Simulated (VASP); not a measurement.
# MgO2 (Pa-3) in VASP: notebook

The runs below take MgO2 through single point, with PBEsol.

Everything below comes from runs of VASP 6.6.1. Logs are shortened: lines on timing, memory, paths and dates and some standing lists are left out, and cuts for length are marked.

## (1) The cell of the first run

It takes space group Pa-3 (No. 205, cubic). Conventional cell: a = 4.841 Å, b = 4.841 Å, c = 4.841 Å, α = 90.00°, β = 90.00°, γ = 90.00°. Mg (site symmetry -3) has 6 O at 2.08 Å within 2.8 Å. Within 2.0 Å of O (site symmetry 3) lie 1 O at 1.48 Å.

## (2) Single point, PBEsol

Contents of INCAR:

```
PREC     = Accurate       # precision mode
ENCUT    = 520            # plane-wave cutoff, eV
EDIFF    = 1E-6           # SCF threshold, eV
ISMEAR   = 0              # smearing method
SIGMA    = 0.02           # smearing width, eV
LREAL    = False          # projectors in reciprocal space
LASPH    = True           # aspherical terms in the spheres
NELM     = 80             # most SCF steps
ALGO     = Normal         # electronic algorithm
ISIF     = 2              # what is computed and relaxed
LWAVE    = False          # write WAVECAR
LCHARG   = False          # write CHGCAR
GGA      = PS             # functional
NBANDS   = 40             # bands
```

Contents of KPOINTS:

```
Automatic mesh
0
Gamma
  6 6 6
```

Contents of POSCAR:

```
MgO2
1.0
    4.8408307549      0.0000000000      0.0000000000
    0.0000000000      4.8408307549      0.0000000000
    0.0000000000      0.0000000000      4.8408307549
Mg O
4 8
Direct
    0.0000000000      0.5000000000      0.5000000000
    0.5000000000      0.5000000000      0.0000000000
    0.5000000000      0.0000000000      0.5000000000
    0.0000000000      0.0000000000      0.0000000000
    0.4116319357      0.0883680643      0.9116319357
    0.0883680643      0.9116319357      0.4116319357
    0.9116319357      0.4116319357      0.0883680643
    0.5883680643      0.5883680643      0.5883680643
    0.4116319357      0.4116319357      0.4116319357
    0.0883680643      0.5883680643      0.9116319357
    0.9116319357      0.0883680643      0.5883680643
    0.5883680643      0.9116319357      0.0883680643
```

Potentials or basis: VASP PAW PBE potentials, release 64 (Mg, O).

Launch:

```bash
> cat potpaw_PBE.64/Mg/POTCAR potpaw_PBE.64/O/POTCAR > POTCAR
> mpirun -np 1 vasp_std > vasp.out
```

OUTCAR:

```text
PREC = Accurate
   ENCUT = 520
   EDIFF = 1E-6
   ISMEAR = 0
   LREAL = False
   LASPH = True
   NELM = 80
   ISIF = 2
   GGA = PS

 ion  position               nearest neighbor table
   1  0.000  0.500  0.500-   6 2.08   7 2.08   8 2.08   9 2.08  10 2.08  11 2.08   2 3.42   3 3.42
                             4 3.42   2 3.42   4 3.42   3 3.42   4 3.42   4 3.42   2 3.42   3 3.42
   2  0.500  0.500  0.000-   5 2.08   7 2.08   8 2.08   9 2.08  10 2.08  12 2.08   1 3.42   3 3.42
                             4 3.42   1 3.42   3 3.42   3 3.42   4 3.42   3 3.42   1 3.42   4 3.42
   3  0.500  0.000  0.500-   5 2.08   6 2.08   8 2.08   9 2.08  11 2.08  12 2.08   1 3.42   2 3.42
                             4 3.42   2 3.42   4 3.42   1 3.42   2 3.42   2 3.42   1 3.42   4 3.42
   4  0.000  0.000  0.000-   5 2.08   6 2.08   7 2.08  10 2.08  11 2.08  12 2.08   1 3.42   2 3.42
                             3 3.42   1 3.42   3 3.42   1 3.42   2 3.42   1 3.42   2 3.42   3 3.42
   5  0.412  0.088  0.912-  12 1.48   3 2.08   4 2.08   2 2.08
   6  0.088  0.912  0.412-  11 1.48   3 2.08   4 2.08   1 2.08
   7  0.912  0.412  0.088-  10 1.48   2 2.08   4 2.08   1 2.08
   8  0.588  0.588  0.588-   9 1.48   2 2.08   3 2.08   1 2.08
   9  0.412  0.412  0.412-   8 1.48   2 2.08   3 2.08   1 2.08
  10  0.088  0.588  0.912-   7 1.48   2 2.08   4 2.08   1 2.08
  11  0.912  0.088  0.588-   6 1.48   3 2.08   4 2.08   1 2.08
  12  0.588  0.912  0.088-   5 1.48   3 2.08   4 2.08   2 2.08

  LATTYP: Found a simple cubic cell.
 ALAT       =     4.8408307549

  Lattice vectors:

 A1 = (   4.8408307549,   0.0000000000,   0.0000000000)
 A2 = (   0.0000000000,   4.8408307549,   0.0000000000)
 A3 = (   0.0000000000,   0.0000000000,   4.8408307549)

Analysis of symmetry for initial positions (statically):
=====================================================================
 Subroutine PRICEL returns:
 Original cell was already a primitive cell.

 Routine SETGRP: Setting up the symmetry group for a
 simple cubic supercell.

 Subroutine GETGRP returns: Found 24 space group operations
 (whereof  6 operations were pure point group operations)
 out of a pool of 48 trial point group operations.

The static configuration has the point symmetry S_6 .
 The point group associated with its full space group is T_h .

Analysis of symmetry for dynamics (positions and initial velocities):
=====================================================================
 Subroutine PRICEL returns:
 Original cell was already a primitive cell.

 Routine SETGRP: Setting up the symmetry group for a
 simple cubic supercell.

 Subroutine GETGRP returns: Found 24 space group operations
 (whereof  6 operations were pure point group operations)
 out of a pool of 48 trial point group operations.

The dynamic configuration has the point symmetry S_6 .
 The point group associated with its full space group is T_h .

 Subroutine INISYM returns: Found 24 space group operations
 (whereof  6 operations are pure point group operations),
 and found     1 'primitive' translations

----------------------------------------------------------------------------------------

                                     Primitive cell

  volume of cell :     113.4383

  direct lattice vectors                    reciprocal lattice vectors
     4.840830755  0.000000000  0.000000000     0.206576113  0.000000000  0.000000000
     0.000000000  4.840830755  0.000000000     0.000000000  0.206576113  0.000000000
     0.000000000  0.000000000  4.840830755     0.000000000  0.000000000  0.206576113

  length of vectors
     4.840830755  4.840830755  4.840830755     0.206576113  0.206576113  0.206576113

  position of ions in fractional coordinates (direct lattice)
     0.000000000  0.500000000  0.500000000
     0.500000000  0.500000000  0.000000000
     0.500000000  0.000000000  0.500000000
     0.000000000  0.000000000  0.000000000
     0.411631936  0.088368064  0.911631936
     0.088368064  0.911631936  0.411631936
     0.911631936  0.411631936  0.088368064
     0.588368064  0.588368064  0.588368064
     0.411631936  0.411631936  0.411631936
     0.088368064  0.588368064  0.911631936
     0.911631936  0.088368064  0.588368064
     0.588368064  0.911631936  0.088368064

  ion indices of the primitive-cell ions
   primitive index   ion index
                 1           1
                 2           2
                 3           3
                 4           4
                 5           5
                 6           6
                 7           7
                 8           8
                 9           9
                10          10
                11          11
                12          12

----------------------------------------------------------------------------------------

 KPOINTS: Automatic mesh

Automatic generation of k-mesh.
 Grid dimensions read from file:
 generate k-points for:    6    6    6

 Generating k-lattice:

  Cartesian coordinates                     Fractional coordinates (reciprocal lattice)
     0.034429352  0.000000000  0.000000000     0.166666667  0.000000000  0.000000000
     0.000000000  0.034429352  0.000000000     0.000000000  0.166666667  0.000000000
     0.000000000  0.000000000  0.034429352     0.000000000  0.000000000  0.166666667

  Length of vectors
     0.034429352  0.034429352  0.034429352

  Shift w.r.t. Gamma in fractional coordinates (k-lattice)
     0.000000000  0.000000000  0.000000000

 Subroutine IBZKPT returns following result:
 ===========================================

 Found     24 irreducible k-points:

 Following reciprocal coordinates:
            Coordinates               Weight
  0.000000  0.000000  0.000000      1.000000
  0.166667  0.000000  0.000000      6.000000
  0.333333  0.000000  0.000000      6.000000
  0.500000  0.000000  0.000000      3.000000
  0.166667  0.166667  0.000000     12.000000
  0.333333  0.166667  0.000000     12.000000
[... 16 lines left out ...]
  0.500000  0.500000  0.333333      6.000000
  0.500000  0.500000  0.500000      1.000000
   k-points           NKPTS =     24   k-points in BZ     NKDIM =     24   number of bands    NBANDS=     40
   number of dos      NEDOS =    301   number of ions     NIONS =     12
   total plane-waves  NPLWV =  46656
   dimension x,y,z NGX =    36 NGY =   36 NGZ =   36
   dimension x,y,z NGXF=    72 NGYF=   72 NGZF=   72
   ions per type =               4   8
   NGX,Y,Z   is equivalent  to a cutoff of  12.36, 12.36, 12.36 a.u.
   NGXF,Y,Z  is equivalent  to a cutoff of  24.73, 24.73, 24.73 a.u.
 SYSTEM =  unknown system
   PREC   = accura    normal or accurate (medium, high low for compatibility)
   ISTART =      0    job   : 0-new  1-cont  2-samecut
   ICHARG =      2    charge: 1-file 2-atom 10-const
   ISPIN  =      1    spin polarized calculation?
   LNONCOLLINEAR =      F non collinear calculations
   LSORBIT =      F    spin-orbit coupling
   LASPH  =      T    aspherical Exc in radial PAW
   ENCUT  =  520.0 eV  38.22 Ry    6.18 a.u.   9.00  9.00  9.00*2*pi/ulx,y,z
   NELM   =     80;   NELMIN=  2; NELMDL= -5     # of ELM steps
   EDIFF  = 0.1E-05   stopping-criterion for ELM
   LREAL  =      F    real-space projection
   EDIFFG = 0.1E-04   stopping-criterion for IOM
   NSW    =      0    number of steps for IOM
   IBRION =     -1    ionic relax: 0-MD 1-quasi-New 2-CG
   NFREE  =      0    steps in history (QN), initial steepest desc. (CG)
   ISIF   =      2    stress and relaxation
   ISYM   =      2    0-nonsym 1-usesym 2-fastsym
   POTIM  = 0.5000    time-step for ionic-motion
   TEBEG  =    0.0;   TEEND  =   0.0 temperature during run
   PSTRESS=    0.0 pullay stress
   NELECT =      56.0000    total number of electrons
   NUPDOWN=      -1.0000    fix difference up-down
   EMIN   =  10.00;   EMAX   =-10.00  energy-range for DOS
   EFERMI =   0.00;   METHOD = LEGACY
   ISMEAR =     0;   SIGMA  =   0.02  broadening in eV -4-tet -1-fermi 0-gaus
   EFERMI_NEDOS =   21; number of points for ismear=-14 and -15
   IALGO  =     38    algorithm
   IMIX   =      4    mixing-type and parameters
     AMIX     =   0.40;   BMIX     =  1.00
     AMIX_MAG =   1.60;   BMIX_MAG =  1.00
  volume/ion in A,a.u.               =       9.45        63.79
  Fermi-wavevector in a.u.,A,eV,Ry     =   1.293851  2.445024 22.776839  1.674050
  Thomas-Fermi vector in A             =   2.425471
   LORBIT       =      0    0 simple, 1 ext, 2 COOP (PROOUT), +10 PAW based schemes
   GGA     = PS    functional components
   LHFCALC =     F    Hartree Fock is set to
   AEXX    =    0.0000 exact exchange contribution
   IVDW    =     0    specifies the selected vdW correction
   LEPSILON=     F    determine dielectric tensor
   LRPA    =     F    only Hartree local field effects (RPA)
 non-spin polarized calculation
 Gauss-broadening in eV      SIGMA  =   0.02
  energy-cutoff  :      520.00
  volume of cell :      113.44
 maximum number of plane-waves:      3112
   NGX = 19   NGY = 19   NGZ = 19

 number of electron      56.0000074 magnetization

 Free energy of the ion-electron system (eV)
  ---------------------------------------------------
  ext. energy  EPLUGINS =         0.00000000
  ---------------------------------------------------
  free energy    TOTEN  =       -69.78667569 eV

  energy without entropy =      -69.78667569  energy(sigma->0) =      -69.78667569

 E-fermi :   3.0521     XC(G=0): -11.0153

 val. band max:        2.8659781980   @ k =   0.0000   0.0000   0.0000
 cond. band min:       6.8149660871   @ k =   0.3333   0.1667   0.1667
 fundamental gap:      3.9489878891
 Fermi energy:         3.0520616727

 k-point     1 :       0.0000    0.0000    0.0000
  band No.  band energies     occupation
      1     -18.4153      2.00000
      2     -17.6376      2.00000
      3     -17.6376      2.00000
      4     -17.6376      2.00000
      5     -11.7681      2.00000
      6     -11.7681      2.00000
[... 32 lines left out ...]
     39      14.3173      0.00000
[... 988 lines left out ...]
     39      13.9559      0.00000
     40      13.9559      0.00000

------------------------ aborting loop because EDIFF is reached ----------------------------------------

  FORCE on cell =-STRESS in cart. coord.  units (eV):
  Direction    XX          YY          ZZ          XY          YZ          ZX
  --------------------------------------------------------------------------------------
  -------------------------------------------------------------------------------------
  Total       -0.0541756     -0.0541756     -0.0541756     -0.0000000      0.0000000      0.0000000
  in kB       -0.7651642     -0.7651642     -0.7651642     -0.0000000      0.0000000      0.0000000
  external PRESSURE =      -0.7651642 kB  Pullay stress =       0.0000000 kB

 VOLUME and BASIS-vectors are now :
 -----------------------------------------------------------------------------
  energy-cutoff  :      520.00
  volume of cell :      113.44
      direct lattice vectors                 reciprocal lattice vectors
     4.840830755  0.000000000  0.000000000     0.206576113  0.000000000  0.000000000
     0.000000000  4.840830755  0.000000000     0.000000000  0.206576113  0.000000000
     0.000000000  0.000000000  4.840830755     0.000000000  0.000000000  0.206576113

 POSITION                                       TOTAL-FORCE (eV/Angst)
 -----------------------------------------------------------------------------------
      0.00000      2.42042      2.42042        -0.000000     -0.000000     -0.000000
      2.42042      2.42042      0.00000        -0.000000     -0.000000     -0.000000
      2.42042      0.00000      2.42042        -0.000000     -0.000000     -0.000000
      0.00000      0.00000      0.00000        -0.000000     -0.000000     -0.000000
      1.99264      0.42777      4.41306        -0.113954      0.113954     -0.113954
      0.42777      4.41306      1.99264         0.113954     -0.113954     -0.113954
      4.41306      1.99264      0.42777        -0.113954     -0.113954      0.113954
      2.84819      2.84819      2.84819         0.113954      0.113954      0.113954
      1.99264      1.99264      1.99264        -0.113954     -0.113954     -0.113954
      0.42777      2.84819      4.41306         0.113954      0.113954     -0.113954
      4.41306      0.42777      2.84819        -0.113954      0.113954      0.113954
      2.84819      4.41306      0.42777         0.113954     -0.113954      0.113954
 -----------------------------------------------------------------------------------
    total drift:                                0.000000      0.000000     -0.000000

  FREE ENERGIE OF THE ION-ELECTRON SYSTEM (eV)
  ---------------------------------------------------
  free  energy   TOTEN  =       -69.7866756933 eV

  energy  without entropy=      -69.7866756933  energy(sigma->0) =      -69.78667569
```

It took 36 s on 1 thread of Intel Xeon 6975P-C (Granite Rapids), shared host; peak memory 0.24 GiB.

What came out:

```yaml
Free_energy: -69.7867 eV
Pressure: -0.1 GPa
Largest_force: 0.197 eV/Å
Band_gap_on_the_k_mesh: 3.95 eV, indirect (least direct gap 4.07 eV)
```

Forces on the atoms (eV/Å):
```
Mg   0.000  0.000  0.000
Mg   0.000  0.000  0.000
Mg   0.000  0.000  0.000
Mg   0.000  0.000  0.000
O   -0.114  0.114 -0.114
O    0.114 -0.114 -0.114
O   -0.114 -0.114  0.114
O    0.114  0.114  0.114
O   -0.114 -0.114 -0.114
O    0.114  0.114 -0.114
O   -0.114  0.114  0.114
O    0.114 -0.114  0.114
```

Caveat: the PAW data sets were made with another functional, which shifts forces and pressure a little. A k mesh can miss the band edges.

## (3) Single point, PBEsol

Contents of INCAR:

```
SYSTEM = MgO2
  ALGO = Normal
  EDIFF = 1E-7
  ENCUT = 520
  GGA = PS
  ISIF = 2
  ISMEAR = 0
  LASPH = .TRUE.
  LCHARG = .TRUE.
  LELF = .TRUE.
  LREAL = .FALSE.
  LVHAR = .TRUE.
  LWAVE = .FALSE.
  NBANDS = 40
  NELM = 100
  PREC = Accurate
  SIGMA = 0.01
```

Contents of KPOINTS:

```
k-points
0
G
  6 6 6
  0 0 0
```

POSCAR is that of step 2.

Potentials or basis: VASP PAW PBE potentials, release 64 (Mg, O).

Launch:

```bash
> cat potpaw_PBE.64/Mg/POTCAR potpaw_PBE.64/O/POTCAR > POTCAR
> mpirun -np 1 vasp_std > vasp.out
```

Run time: 45 s. Hardware: 1 thread of Intel Xeon 6975P-C (Granite Rapids), shared host; peak memory 0.24 GiB.

It converged, with:

| Quantity | Value |
| --- | --- |
| Free energy | -69.7867 eV |
| Pressure | -0.1 GPa |
| Largest force | 0.197 eV/Å |
| Band gap on the k mesh | 3.95 eV, indirect (least direct gap 4.07 eV) |

Forces in eV/Å, atoms in the order of the input:
```
Mg   0.000  0.000  0.000
Mg   0.000  0.000  0.000
Mg   0.000  0.000  0.000
Mg   0.000  0.000  0.000
O   -0.114  0.114 -0.114
O    0.114 -0.114 -0.114
O   -0.114 -0.114  0.114
O    0.114  0.114  0.114
O   -0.114 -0.114 -0.114
O    0.114  0.114 -0.114
O   -0.114  0.114  0.114
O    0.114 -0.114  0.114
```

Levels at points of the mesh, in eV from the valence-band top:
```tsv
k point	band 26	band 27	band 28	band 29	band 30	band 31
(0.00, 0.00, 0.00)	-0.50	0.00	0.00	4.63	4.63	4.63
(0.50, 0.00, 0.00)	-0.72	-0.12	-0.12	4.01	4.01	4.50
(0.50, 0.50, 0.00)	-0.50	-0.50	-0.50	4.25	4.25	4.25
(0.50, 0.50, 0.50)	-0.56	-0.56	-0.56	4.57	4.57	4.57
```

Caveat: the PAW data sets were made with another functional, which shifts forces and pressure a little. A k mesh can miss the band edges.

## (4) Single point, PBEsol (volume scaled by 0.94, then relaxed in part)

Contents of INCAR:

```
SYSTEM = MgO2
PREC = Accurate
ENCUT = 520
EDIFF = 1E-7
ISMEAR = 0
SIGMA = 0.02
LREAL = .FALSE.
LASPH = .TRUE.
NELM = 100
ALGO = Normal
ISIF = 2
LWAVE = .FALSE.
LCHARG = .FALSE.
GGA = PS
NBANDS = 40
```

Contents of KPOINTS:

```
regular mesh
0
G
  6 6 6
  0 0 0
```

Contents of POSCAR:

```
MgO2
1.0
    4.7420105593      0.0000000000      0.0000000000
    0.0000000000      4.7420105593      0.0000000000
    0.0000000000      0.0000000000      4.7420105593
Mg O
4 8
Direct
    0.0000000000      0.5000000000      0.5000000000
    0.5000000000      0.5000000000      0.0000000000
    0.5000000000      0.0000000000      0.5000000000
    0.0000000000      0.0000000000      0.0000000000
    0.4105580774      0.0894419226      0.9105580774
    0.0894419226      0.9105580774      0.4105580774
    0.9105580774      0.4105580774      0.0894419226
    0.5894419226      0.5894419226      0.5894419226
    0.4105580774      0.4105580774      0.4105580774
    0.0894419226      0.5894419226      0.9105580774
    0.9105580774      0.0894419226      0.5894419226
    0.5894419226      0.9105580774      0.0894419226
```

Launch:

```bash
> cat potpaw_PBE.64/Mg/POTCAR potpaw_PBE.64/O/POTCAR > POTCAR
> mpirun -np 1 vasp_std > vasp.out
```

It took 86 s on 1 thread of Intel Xeon 6975P-C, shared host; peak memory 0.24 GiB.

Results (log left out):

```yaml
Free_energy: -69.5958 eV
Pressure: 9.6 GPa
Largest_force: 0.210 eV/Å
Band_gap_on_the_k_mesh: 4.17 eV, indirect (least direct gap 4.31 eV)
```

Forces in eV/Å, atoms in the order of the input:
```
Mg   0.000  0.000  0.000
Mg   0.000  0.000  0.000
Mg   0.000  0.000  0.000
Mg   0.000  0.000  0.000
O   -0.121  0.121 -0.121
O    0.121 -0.121 -0.121
O   -0.121 -0.121  0.121
O    0.121  0.121  0.121
O   -0.121 -0.121 -0.121
O    0.121  0.121 -0.121
O   -0.121  0.121  0.121
O    0.121 -0.121  0.121
```

Levels at points of the mesh, in eV from the valence-band top:
```
           k point  band 25  band 26  band 27  band 28  band 29  band 30  band 31  band 32
(0.00, 0.00, 0.00)    -0.55    -0.55     0.00     0.00     4.77     4.86     4.86     4.86
(0.50, 0.00, 0.00)    -0.78    -0.78    -0.13    -0.13     4.23     4.23     4.66     4.66
(0.50, 0.50, 0.00)    -0.51    -0.51    -0.51    -0.51     4.44     4.44     4.44     4.44
(0.50, 0.50, 0.50)    -0.59    -0.59    -0.59    -0.59     4.75     4.75     4.75     4.75
```

Caveat: the PAW data sets were made with another functional, which shifts forces and pressure a little. A k mesh can miss the band edges.

## (5) The runs side by side

```tsv
cell	smearing	gap on the mesh (eV)	pressure (GPa)	largest force (eV/Å)
a = 4.841 Å, 12 atoms	gaussian 0.02 eV	3.95	-0.1	0.20
a = 4.841 Å, 12 atoms	gaussian 0.01 eV	3.95	-0.1	0.20
a = 4.742 Å, 12 atoms	gaussian 0.02 eV	4.17	9.6	0.21
```

Alike in all rows: task single point; level PBEsol; potentials or basis VASP PAW PBE potentials, release 64 (Mg, O); no spin polarisation; k mesh 6 × 6 × 6; cutoff (eV) 520.

Caveats: the PAW data sets were made with another functional, which shifts forces and pressure a little.

Total energies depend on the potentials used, so only differences within one code and one set of settings carry meaning.
